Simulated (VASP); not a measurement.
A run of VASP 6.6.1 is set up as follows.

Contents of INCAR:

```
SYSTEM = Si
PREC = Accurate
ENCUT = 520
EDIFF = 1E-6
ISMEAR = 0
SIGMA = 0.05
LREAL = Auto
LASPH = .True.
NELM = 60
ALGO = Normal
ISIF = 2
LWAVE = .False.
LCHARG = .False.
GGA = PE
NBANDS = 43
```

The input KPOINTS:

```
Automatic mesh
0
Gamma
  4 4 4
  0 0 0
```

Contents of POSCAR:

```
Si
1.0
    0.0000000000      0.0000000000      7.7220519843
    0.0000000000     -6.6915283344      3.8610259921
    6.6915283344      0.0000000000      3.8610259921
Si
15
Direct
    0.5117017095      0.8183247124      0.1816752376
    0.2446004255      0.3155811191      0.6844188310
    0.7550554196      0.3308082832      0.6691916669
    0.2382979556      0.6816755115      0.3183244385
    0.8750000178      0.7500001120      0.2499999875
    0.5053996829      0.1844190054      0.8155810941
    0.9949447655      0.1691915424      0.8308084076
    0.9337003176      0.3312842581      0.3105595458
    0.4234270625      0.3229522303      0.3252662010
    0.1744554249      0.8105593713      0.8312848309
    0.6783548147      0.8252663254      0.8229517570
    0.5755443010      0.6894404043      0.6687156919
    0.0716454691      0.6747337491      0.6770478691
    0.8162997518      0.1687149697      0.1894405787
    0.3265728704      0.1770481930      0.1747337740
```

Potentials or basis: VASP PAW PBE potentials, release 64 (Si).

Command:

```bash
$ cat potpaw_PBE.64/Si/POTCAR > POTCAR
$ mpirun -np 1 vasp_std > vasp.out
```

(1) Estimate the band gap on the k mesh.

(2) What does it give for the pressure?

(3) What does it give for the largest force?

Answers

(1) zero (band 30 reaches 4.95 eV, above the bottom of band 31 at 3.50 eV).

(2) -4.4 GPa.

(3) 0.012 eV/Å.
